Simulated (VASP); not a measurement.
Al2O3: single point with LDA

Crystal: Al2O3.

```
CELL_PARAMETERS angstrom
2.76895 0.00000 0.00000
-1.38448 2.39798 0.00000
0.00000 0.00000 8.58981
ATOMIC_POSITIONS crystal
Al 0.00000 0.00000 0.14999
Al 0.00000 0.00000 0.85001
O 0.33333 0.66667 0.22232
O 0.66667 0.33333 0.00000
O 0.33333 0.66667 0.77768
```

This cell differs from its parent crystal: strain -0.040 along x and y, -0.080 along z.

```
Program                : VASP 6.6.1
Task                   : single point
Functional             : LDA
Potentials or basis    : VASP PAW LDA potentials, release 64 (Al, O)
Cutoff                 : 520 eV
k mesh                 : 9 × 9 × 4
Occupations            : gaussian, width 0.05 eV
Spin                   : no spin polarisation
Dipole correction      : no
Further INCAR settings : ALGO = Normal; EDIFF = 1e-06; NBANDS = 20
```

```
Pressure               : 21.2 GPa
Largest force          : 1.839 eV/Å
Band gap on the k mesh : 5.70 eV (least direct gap 6.06 eV)
```

Forces on the atoms (eV/Å):
```
Al   0.000  0.000  0.178
Al   0.000  0.000 -0.178
O    0.000  0.000  1.839
O    0.000  0.000  0.000
O    0.000  0.000 -1.839
```

Stress tensor (GPa, compression positive):
```
21.45  0.00  0.00
 0.00 21.45  0.00
 0.00  0.00 20.71
```

Levels at points of the mesh, in eV from the valence-band top:
```tsv
k point	band 9	band 10	band 11	band 12	band 13	band 14	band 15	band 16
(0.00, 0.00, 0.00)	-1.43	-0.91	-0.91	-0.36	5.70	7.73	9.19	9.95
(0.00, 0.00, 0.50)	-1.43	-0.91	-0.91	-0.45	5.94	7.49	8.71	10.77
```

It took 110 s on 1 thread of Intel Xeon 8259CL, with other jobs on the host, peak memory 0.17 GiB.

Caveat: the cell differs from its parent crystal (strain -0.040 along x and y, -0.080 along z); the cell stands under pressure; an odd mesh through Γ misses points on the zone boundary, where band edges can lie; forces of over 1 eV/Å act on the atoms, so gaps and moduli don't describe the material at rest.
